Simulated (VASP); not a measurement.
Here is a VASP 6.6.1 calculation.

The input INCAR:

```
ALGO = Normal ; EDIFF = 1E-7
ENCUT = 520 ; ISIF = 2
ISMEAR = -1 ; ISPIN = 2
LASPH = True ; LCHARG = False
LORBIT = 11 ; LREAL = False
LWAVE = False ; MAGMOM = 0 0 0 0
NBANDS = 34 ; NELM = 150
PREC = Accurate ; SIGMA = 0.2
```

Contents of KPOINTS:

```
k-points
0
Gamma
  3 3 3
```

POSCAR

```
KCd3
1.0
    0.0000000000      3.9107430000      3.9107430000
    3.9107430000      0.0000000000      3.9107430000
    3.9107430000      3.9107430000      0.0000000000
K Cd
1 3
Direct
    0.0000000000      0.0000000000      0.0000000000
    0.2500000000      0.2500000000      0.2500000000
    0.7500000000      0.7500000000      0.7500000000
    0.5000000000      0.5000000000      0.5000000000
```

Potentials or basis: VASP PAW LDA potentials, release 64 (K_sv, Cd).

Command:

```bash
$ cat potpaw_LDA.64/K_sv/POTCAR potpaw_LDA.64/Cd/POTCAR > POTCAR
$ mpirun -np 1 vasp_std > vasp.out
```

Q: What does it give for the net moment?

A: 0.00 μB per cell.

Q: Estimate the pressure.

A: -3.0 GPa.

Caveat: the k points lie up to 0.46 Å⁻¹ apart.
